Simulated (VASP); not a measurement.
# CdSe (F-43m) in VASP: further runs

Aim: see how the results for CdSe move with the level of theory and the settings. Levels: RPBE+D3(BJ), PBE+D3(BJ). Tasks: relaxation of cell and atoms.

Program: VASP 6.6.1. These are calculated values, not measurements. Logs are shortened: lines on timing, memory, paths and dates and some standing lists are left out, and cuts for length are marked.

### Step 1. The cell of the first run

Symmetry: F-43m, No. 216, cubic system. Conventional cell: a = 6.141 Å, b = 6.141 Å, c = 6.141 Å, α = 90.00°, β = 90.00°, γ = 90.00°. Within 3.5 Å of Cd (site symmetry -43m) lie 4 Se at 2.66 Å. Se (site symmetry -43m) has 4 Cd at 2.66 Å within 3.5 Å.

### Step 2. Relaxation of cell and atoms, RPBE+D3(BJ)

Input file INCAR:

```
SYSTEM = CdSe
PREC = Accurate
ENCUT = 600
EDIFF = 1E-6
ISMEAR = -1
SIGMA = 0.05
LREAL = .FALSE.
LASPH = .TRUE.
NELM = 80
ALGO = Normal
ISIF = 3
LWAVE = .FALSE.
LCHARG = .FALSE.
GGA = RP
IVDW = 12
IBRION = 2
NSW = 60
EDIFFG = -0.01
```

Input file KPOINTS:

```
regular mesh
0
G
  8 8 8
  0 0 0
```

Input file POSCAR:

```
CdSe
1.0
    0.0000000000      3.0702711986      3.0702711986
    3.0702711986      0.0000000000      3.0702711986
    3.0702711986      3.0702711986      0.0000000000
Cd Se
1 1
Direct
    0.0000000000      0.0000000000      0.0000000000
    0.2500000000      0.2500000000      0.2500000000
```

Potentials or basis: VASP PAW PBE potentials, release 64 (Cd, Se).

Launch:

```sh
$ cat potpaw_PBE.64/Cd/POTCAR potpaw_PBE.64/Se/POTCAR > POTCAR
$ mpirun -np 1 vasp_std > vasp.out
```

OUTCAR:

```text
SYSTEM = CdSe
   PREC = Accurate
   ENCUT = 600
   EDIFF = 1E-6
   ISMEAR = -1
   LREAL = .FALSE.
   LASPH = .TRUE.
   NELM = 80
   ISIF = 3
   GGA = RP
   IVDW = 12
   IBRION = 2
   NSW = 60
   EDIFFG = -0.01
 IVDW          = 12

 ion  position               nearest neighbor table
   1  0.000  0.000  0.000-   2 2.66   2 2.66   2 2.66   2 2.66
   2  0.250  0.250  0.250-   1 2.66   1 2.66   1 2.66   1 2.66

  LATTYP: Found a face centered cubic cell.
 ALAT       =     6.1405423972

  Lattice vectors:

 A1 = (   0.0000000000,   3.0702711986,   3.0702711986)
 A2 = (   3.0702711986,   0.0000000000,   3.0702711986)
 A3 = (   3.0702711986,   3.0702711986,   0.0000000000)

Analysis of symmetry for initial positions (statically):
=====================================================================
 Subroutine PRICEL returns:
 Original cell was already a primitive cell.

 Routine SETGRP: Setting up the symmetry group for a
 face centered cubic supercell.

 Subroutine GETGRP returns: Found 24 space group operations
 (whereof 24 operations were pure point group operations)
 out of a pool of 48 trial point group operations.

The static configuration has the point symmetry T_d .

Analysis of symmetry for dynamics (positions and initial velocities):
=====================================================================
 Subroutine PRICEL returns:
 Original cell was already a primitive cell.

 Routine SETGRP: Setting up the symmetry group for a
 face centered cubic supercell.

 Subroutine GETGRP returns: Found 24 space group operations
 (whereof 24 operations were pure point group operations)
 out of a pool of 48 trial point group operations.

The dynamic configuration has the point symmetry T_d .

 Subroutine INISYM returns: Found 24 space group operations
 (whereof 24 operations are pure point group operations),
 and found     1 'primitive' translations

----------------------------------------------------------------------------------------

                                     Primitive cell

  volume of cell :      57.8842

  direct lattice vectors                    reciprocal lattice vectors
     0.000000000  3.070271199  3.070271199    -0.162852063  0.162852063  0.162852063
     3.070271199  0.000000000  3.070271199     0.162852063 -0.162852063  0.162852063
     3.070271199  3.070271199  0.000000000     0.162852063  0.162852063 -0.162852063

  length of vectors
     4.342019169  4.342019169  4.342019169     0.282068048  0.282068048  0.282068048

  position of ions in fractional coordinates (direct lattice)
     0.000000000  0.000000000  0.000000000
     0.250000000  0.250000000  0.250000000

  ion indices of the primitive-cell ions
   primitive index   ion index
                 1           1
                 2           2

----------------------------------------------------------------------------------------

 KPOINTS: regular mesh

Automatic generation of k-mesh.
 Grid dimensions read from file:
 generate k-points for:    8    8    8

 Generating k-lattice:

  Cartesian coordinates                     Fractional coordinates (reciprocal lattice)
    -0.020356508  0.020356508  0.020356508     0.125000000  0.000000000  0.000000000
     0.020356508 -0.020356508  0.020356508     0.000000000  0.125000000  0.000000000
     0.020356508  0.020356508 -0.020356508     0.000000000  0.000000000  0.125000000

  Length of vectors
     0.035258506  0.035258506  0.035258506

  Shift w.r.t. Gamma in fractional coordinates (k-lattice)
     0.000000000  0.000000000  0.000000000

 Subroutine IBZKPT returns following result:
 ===========================================

 Found     29 irreducible k-points:

 Following reciprocal coordinates:
            Coordinates               Weight
  0.000000  0.000000  0.000000      1.000000
  0.125000  0.000000  0.000000      8.000000
  0.250000  0.000000  0.000000      8.000000
  0.375000  0.000000  0.000000      8.000000
  0.500000  0.000000  0.000000      4.000000
  0.125000  0.125000  0.000000      6.000000
[... 16 lines left out ...]
  0.500000  0.250000  0.125000     48.000000
 -0.375000  0.250000  0.125000     24.000000
 [... further k-points ...]
   k-points           NKPTS =     29   k-points in BZ     NKDIM =     29   number of bands    NBANDS=     13
   number of dos      NEDOS =    301   number of ions     NIONS =      2
   total plane-waves  NPLWV =  46656
   dimension x,y,z NGX =    36 NGY =   36 NGZ =   36
   dimension x,y,z NGXF=    72 NGYF=   72 NGZF=   72
   ions per type =               1   1
   NGX,Y,Z   is equivalent  to a cutoff of  13.78, 13.78, 13.78 a.u.
   NGXF,Y,Z  is equivalent  to a cutoff of  27.57, 27.57, 27.57 a.u.
 SYSTEM =  CdSe
   PREC   = accura    normal or accurate (medium, high low for compatibility)
   ISTART =      0    job   : 0-new  1-cont  2-samecut
   ICHARG =      2    charge: 1-file 2-atom 10-const
   ISPIN  =      1    spin polarized calculation?
   LNONCOLLINEAR =      F non collinear calculations
   LSORBIT =      F    spin-orbit coupling
   LASPH  =      T    aspherical Exc in radial PAW
   ENCUT  =  600.0 eV  44.10 Ry    6.64 a.u.   8.67  8.67  8.67*2*pi/ulx,y,z
   NELM   =     80;   NELMIN=  2; NELMDL= -5     # of ELM steps
   EDIFF  = 0.1E-05   stopping-criterion for ELM
   LREAL  =      F    real-space projection
   EDIFFG = -.1E-01   stopping-criterion for IOM
   NSW    =     60    number of steps for IOM
   IBRION =      2    ionic relax: 0-MD 1-quasi-New 2-CG
   NFREE  =      1    steps in history (QN), initial steepest desc. (CG)
   ISIF   =      3    stress and relaxation
   ISYM   =      2    0-nonsym 1-usesym 2-fastsym
   POTIM  = 0.5000    time-step for ionic-motion
   TEBEG  =    0.0;   TEEND  =   0.0 temperature during run
   PSTRESS=    0.0 pullay stress
   NELECT =      18.0000    total number of electrons
   NUPDOWN=      -1.0000    fix difference up-down
   EMIN   =  10.00;   EMAX   =-10.00  energy-range for DOS
   EFERMI =   0.00;   METHOD = LEGACY
   ISMEAR =    -1;   SIGMA  =   0.05  broadening in eV -4-tet -1-fermi 0-gaus
   EFERMI_NEDOS =   21; number of points for ismear=-14 and -15
   IALGO  =     38    algorithm
   IMIX   =      4    mixing-type and parameters
     AMIX     =   0.40;   BMIX     =  1.00
     AMIX_MAG =   1.60;   BMIX_MAG =  1.00
  volume/ion in A,a.u.               =      28.94       195.31
  Fermi-wavevector in a.u.,A,eV,Ry     =   1.109121  2.095935 16.737199  1.230149
  Thomas-Fermi vector in A             =   2.245657
   LORBIT       =      0    0 simple, 1 ext, 2 COOP (PROOUT), +10 PAW based schemes
   GGA     = RP    functional components
   LHFCALC =     F    Hartree Fock is set to
   AEXX    =    0.0000 exact exchange contribution
   IVDW    =    12    specifies the selected vdW correction
   LEPSILON=     F    determine dielectric tensor
   LRPA    =     F    only Hartree local field effects (RPA)
 conjugate gradient relaxation of ions
 non-spin polarized calculation
  energy-cutoff  :      600.00
  volume of cell :       57.88
 maximum number of plane-waves:      1964
   NGX = 17   NGY = 17   NGZ = 17

--------------------------------------- Ionic step        1  -------------------------------------------

 number of electron      17.9999997 magnetization

 Free energy of the ion-electron system (eV)
  ---------------------------------------------------
  ext. energy  EPLUGINS =         0.00000000
  ---------------------------------------------------
  free energy    TOTEN  =        -4.83421462 eV

  energy without entropy =       -4.83420917  energy(sigma->0) =       -4.83421190

------------------------ aborting loop because EDIFF is reached ----------------------------------------

 Edisp (eV)   -2.48699

 E8    (eV) :    -1.5457

  FORCE on cell =-STRESS in cart. coord.  units (eV):
  Direction    XX          YY          ZZ          XY          YZ          ZX
  --------------------------------------------------------------------------------------
  -------------------------------------------------------------------------------------
  Total      -1.68060    -1.68060    -1.68060     0.00000     0.00000    -0.00000
  in kB     -46.51732   -46.51732   -46.51732     0.00000     0.00000    -0.00000
  external pressure =      -46.52 kB  Pullay stress =        0.00 kB
[... 61 lines left out ...]
  energy  without entropy=       -7.3905702469  energy(sigma->0) =       -7.39057049

--------------------------------------- Ionic step        3  -------------------------------------------

 number of electron      18.0000001 magnetization

 Free energy of the ion-electron system (eV)
  ---------------------------------------------------
  ext. energy  EPLUGINS =         0.00000000
  ---------------------------------------------------
  free energy    TOTEN  =        -4.63571320 eV

  energy without entropy =       -4.63571231  energy(sigma->0) =       -4.63571275

 E-fermi :   2.0817     XC(G=0):  -8.9569

 val. band max:        1.5883085401   @ k =   0.0000   0.0000   0.0000
 cond. band min:       2.5036001022   @ k =   0.0000   0.0000   0.0000
 fundamental gap:      0.9152915620
 Fermi energy:         2.0817033712

 k-point     1 :       0.0000    0.0000    0.0000
  band No.  band energies     occupation
      1     -11.3394      2.00000
      2      -6.5877      2.00000
      3      -6.5877      2.00000
      4      -6.5877      2.00000
      5      -6.1424      2.00000
      6      -6.1424      2.00000
      7       1.5883      1.99990
      8       1.5883      1.99990
      9       1.5883      1.99990
     10       2.5036      0.00043
     11       7.5883      0.00000
     12       7.5883      0.00000
     13       7.5883      0.00000
[... 353 lines left out ...]
 k-point    24 :      -0.3750    0.2500    0.1250
  band No.  band energies     occupation
      1     -10.8487      2.00000
      2      -6.4347      2.00000
      3      -6.4048      2.00000
      4      -6.1665      2.00000
      5      -6.1232      2.00000
      6      -5.6876      2.00000
      7      -2.8549      2.00000
      8      -0.5735      2.00000
      9       0.2266      2.00000
     10       5.7205      0.00000
     11       7.1429      0.00000
     12       8.6773      0.00000
     13       9.8925      0.00000

 [... further k-points ...]

------------------------ aborting loop because EDIFF is reached ----------------------------------------

 Edisp (eV)   -2.76575

 E8    (eV) :    -1.7157

  FORCE on cell =-STRESS in cart. coord.  units (eV):
  Direction    XX          YY          ZZ          XY          YZ          ZX
  --------------------------------------------------------------------------------------
  -------------------------------------------------------------------------------------
  Total       0.00338     0.00338     0.00338    -0.00000    -0.00000    -0.00000
  in kB       0.10251     0.10251     0.10251    -0.00000    -0.00000    -0.00000
  external pressure =        0.10 kB  Pullay stress =        0.00 kB
[... 17 lines left out ...]
  FREE ENERGIE OF THE ION-ELECTRON SYSTEM (eV)
  ---------------------------------------------------
  free  energy   TOTEN  =        -7.4014638064 eV

  energy  without entropy=       -7.4014629112  energy(sigma->0) =       -7.40146336

 reached required accuracy - stopping structural energy minimisation
```

Run time: 2.1 min. Hardware: 1 thread of Intel Xeon 8259CL, shared host; peak memory 0.24 GiB.

Results:

| Quantity | Value |
| --- | --- |
| Free energy | -7.4015 eV |
| Relaxed volume | 26.40 Å³/atom |
| Relaxed cell | a = 4.211 Å, b = 4.211 Å, c = 4.211 Å, α = 60.00°, β = 60.00°, γ = 60.00° |
| Space group after relaxing (to 0.05 Å) | F-43m (No. 216) |
| Energy gained by relaxing | 40.1 meV/atom |
| Ionic steps | 3 |
| Pressure after relaxing | 0.0 GPa |
| Band gap on the k mesh | 0.92 eV, direct |
| Dispersion energy per atom | -1.383 eV |

The path:
```tsv
step	energy change (eV)	largest force (eV/Å)	pressure (GPa)	volume (Å³)
1	0.0000	0.0000	-4.65	57.88
2	-0.0694	0.0000	2.15	51.13
3	-0.0803	0.0000	0.01	52.79
```

Final structure:
```xyz
2
Lattice="0.0000 2.9775 2.9775 2.9775 0.0000 2.9775 2.9775 2.9775 0.0000" Properties=species:S:1:pos:R:3 pbc="T T T"
Cd    0.0000    0.0000    0.0000
Se    1.4888    1.4888    1.4888
```

Levels at points of the mesh, in eV from the valence-band top:
| k point | band 7 | band 8 | band 9 | band 10 | band 11 | band 12 |
| --- | --- | --- | --- | --- | --- | --- |
| (0.00, 0.00, 0.00) | 0.00 | 0.00 | 0.00 | 0.92 | 6.00 | 6.00 |
| (0.50, 0.00, 0.00) | -4.72 | -0.84 | -0.84 | 2.60 | 6.53 | 6.53 |
| (0.50, 0.50, 0.00) | -4.34 | -2.06 | -2.06 | 3.18 | 3.90 | 9.62 |

Caveat: the PAW data sets were made with another functional, which shifts forces and pressure a little. A hybrid or GW would open this gap; RPBE tends to underestimate it.

### Step 3. Relaxation of cell and atoms, PBE+D3(BJ)

Input file INCAR:

```
SYSTEM = CdSe
PREC     = Accurate       ! precision mode
ENCUT    = 600            ! plane-wave cutoff, eV
EDIFF    = 1E-6           ! SCF threshold, eV
ISMEAR   = -1             ! smearing method
SIGMA    = 0.05           ! smearing width, eV
LREAL    = .False.        ! projectors in reciprocal space
LASPH    = .True.         ! aspherical terms in the spheres
NELM     = 100            ! most SCF steps
ALGO     = Normal         ! electronic algorithm
ISIF     = 3              ! what is computed and relaxed
LWAVE    = .False.        ! write WAVECAR
LCHARG   = .False.        ! write CHGCAR
GGA      = PE             ! functional
IVDW     = 12             ! dispersion correction
IBRION   = 2              ! ionic algorithm
NSW      = 60             ! ionic steps
EDIFFG   = -0.01          ! ionic threshold
```

Input file KPOINTS:

```
regular mesh
0
Gamma
  8 8 8
  0 0 0
```

POSCAR is that of step 2.

Potentials or basis: VASP PAW PBE potentials, release 64 (Cd, Se).

Launch:

```sh
$ cat potpaw_PBE.64/Cd/POTCAR potpaw_PBE.64/Se/POTCAR > POTCAR
$ mpirun -np 1 vasp_std > vasp.out
```

Run time: 1.7 min. Hardware: 1 thread of Intel Xeon 8259CL, shared host; peak memory 0.24 GiB.

It converged, with:

```yaml
Free_energy: -6.1078 eV
Relaxed_volume: 28.68 Å³/atom
Relaxed_cell: a = 4.329 Å, b = 4.329 Å, c = 4.329 Å, α = 60.00°, β = 60.00°, γ = 60.00°
Space_group_after_relaxing_to_0.05_Å: F-43m (No. 216)
Energy_gained_by_relaxing: 0.4 meV/atom
Ionic_steps: 3
Pressure_after_relaxing: 0.0 GPa
Band_gap_on_the_k_mesh: 0.57 eV, direct
Dispersion_energy_per_atom: -0.312 eV
```

Step by step:
| step | energy change (eV) | largest force (eV/Å) | pressure (GPa) | volume (Å³) |
| --- | --- | --- | --- | --- |
| 1 | 0.0000 | 0.0000 | -0.45 | 57.88 |
| 2 | -0.0007 | 0.0000 | 0.14 | 57.21 |
| 3 | -0.0008 | 0.0000 | 0.01 | 57.35 |

Final structure:
```
Cd Se
1.0
     0.00000    3.06087    3.06087
     3.06087    0.00000    3.06087
     3.06087    3.06087    0.00000
Cd Se
1 1
Direct
  0.00000 0.00000 0.00000
  0.25000 0.25000 0.25000
```

Levels at points of the mesh, in eV from the valence-band top:
| k point | band 6 | band 7 | band 8 | band 9 | band 10 | band 11 | band 12 | band 13 |
| --- | --- | --- | --- | --- | --- | --- | --- | --- |
| (0.00, 0.00, 0.00) | -7.52 | 0.00 | 0.00 | 0.00 | 0.57 | 5.93 | 5.93 | 5.93 |
| (0.50, 0.00, 0.00) | -7.24 | -4.28 | -0.72 | -0.72 | 2.37 | 6.44 | 6.44 | 7.37 |
| (0.50, 0.50, 0.00) | -7.17 | -3.99 | -1.79 | -1.79 | 3.17 | 3.74 | 9.03 | 10.10 |

A hybrid or GW would open this gap; PBE tends to underestimate it.
